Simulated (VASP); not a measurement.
Mg2CdS3: single point with PBE

Mg2CdS3:

```
Mg Cd S
1.0
     3.76405    0.00000    0.00000
    -1.88202    3.25976    0.00000
     0.00000    0.00000    9.23287
Mg Cd S
2 1 3
Direct
  0.33333 0.66667 0.66207
  0.66667 0.33333 0.33793
  0.00000 0.00000 0.00000
  0.00000 0.00000 0.50000
  0.33333 0.66667 0.17790
  0.66667 0.33333 0.82210
```

```yaml
Program: VASP 6.6.1
Task: single point
Functional: PBE
Potentials_or_basis: VASP PAW PBE potentials, release 64 (Mg, Cd, S)
Cutoff: 520 eV
k_mesh: 12 × 12 × 4
Occupations: gaussian, width 0.02 eV
Spin: no spin polarisation
Dipole_correction: no
k_mesh_for_the_DOS: 18 × 18 × 6
Occupations_for_the_DOS: tetrahedron
Further_INCAR_settings: ALGO = Normal; EDIFF = 1e-06; NBANDS = 26
```

```
Valence electrons inside the program's atomic spheres : Mg 0.29; Cd 10.21; S 3.79, 3.76 (each value once)
```

Levels at points of the mesh, in eV from the valence-band top:
```csv
k point,band 15,band 16,band 17,band 18,band 19,band 20
"(0.00, 0.00, 0.00)",-0.26,-0.10,-0.10,2.44,4.33,4.43
"(0.50, 0.00, 0.00)",-1.16,-1.02,-0.61,1.68,4.39,4.66
"(0.00, 0.00, 0.50)",-0.45,0.00,0.00,3.54,4.09,4.25
"(0.50, 0.00, 0.50)",-1.52,-0.35,-0.31,2.42,3.33,4.10
```

Wall time 3.7 min on 1 thread of Intel(R) Xeon(R) 6975P-C (Granite Rapids), on a shared host, peak memory 0.63 GiB.
